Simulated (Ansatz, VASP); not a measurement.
**Cs in VASP and in Ansatz**

```
Cs
1.0
     5.04331    0.00000    0.00000
     0.00000    5.04331    0.00000
     0.00000    0.00000    5.03608
Cs
1
Direct
  0.50000 0.50000 0.50000
```

Alike in both runs: functional PBE; k mesh 12 × 12 × 12; occupations fermi-dirac, width 0.15 eV; no spin polarisation.

Ansatz relaxed the structure, and its values are those at the end. VASP's run is a single point on that final structure, the one shown.

|  | VASP | Ansatz |
| --- | --- | --- |
| version | VASP 6.6.1 | Ansatz 0.2.0 |
| potentials or method | VASP PAW PBE potentials, release 64 (Cs_sv), cutoff 520 eV | scalar-relativistic, plane waves, PAW |
| valence electrons in the cell | 9 | 9 |

```tsv
	VASP	Ansatz	Ansatz less VASP
gap on the k mesh at the Fermi level (eV)	none	none	-
pressure (GPa)	0.0	0.0	+0.01
```

A gap of «none» marks a metal or a gap that the smearing closes.

Neither program's run includes spin-orbit coupling.
